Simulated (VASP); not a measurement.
Wanted: the native input for a VASP 6.6.1 run.

| Item | Value |
| --- | --- |
| Task | single point |
| Functional | PBE |
| Potentials or basis | VASP PAW PBE potentials, release 64 (Sn_d, O) |
| Cutoff | 520 eV |
| k mesh | 6 × 6 × 4 |
| Occupations | fermi-dirac, width 0.05 eV |
| Spin | no spin polarisation |
| Dipole correction | no |
| Further INCAR settings | ALGO = Normal; EDIFF = 1e-06; NBANDS = 28 |

The structure of SnO (Romarchite) lies in POSCAR:

```
SnO
1.0
    3.7731052721      0.0000000000      0.0000000000
    0.0000000000      3.7731052721      0.0000000000
    0.0000000000      0.0000000000      4.8083104305
Sn O
2 2
Direct
    0.5000000000      0.0000000000      0.2369000000
    0.0000000000      0.5000000000      0.7631000000
    0.0000000000      0.0000000000      0.0000000000
    0.5000000000      0.5000000000      0.0000000000
```

The input as run:

INCAR

```
PREC = Accurate
ENCUT = 520
EDIFF = 1E-6
ISMEAR = -1
SIGMA = 0.05
LREAL = False
LASPH = True
NELM = 80
ALGO = Normal
ISIF = 2
LWAVE = False
LCHARG = False
GGA = PE
NBANDS = 28
```

KPOINTS

```
Automatic mesh
0
Gamma
  6 6 4
```

Potentials or basis: VASP PAW PBE potentials, release 64 (Sn_d, O).

Command:

```sh
$ cat potpaw_PBE.64/Sn_d/POTCAR potpaw_PBE.64/O/POTCAR > POTCAR
$ mpirun -np 1 vasp_std > vasp.out
```

It gave:

```json
{
 "Pressure": "7.2 GPa",
 "Largest force": "0.927 eV/Å",
 "Band gap on the k mesh": "zero (filled and empty bands overlap)"
}
```

Caveat: spin-orbit coupling is left out, which moves the levels of the heavy elements.

Run time: 19 s on 1 thread of Intel(R) Xeon(R) 6975P-C (Granite Rapids), with other jobs on the host, peak memory 0.19 GiB.
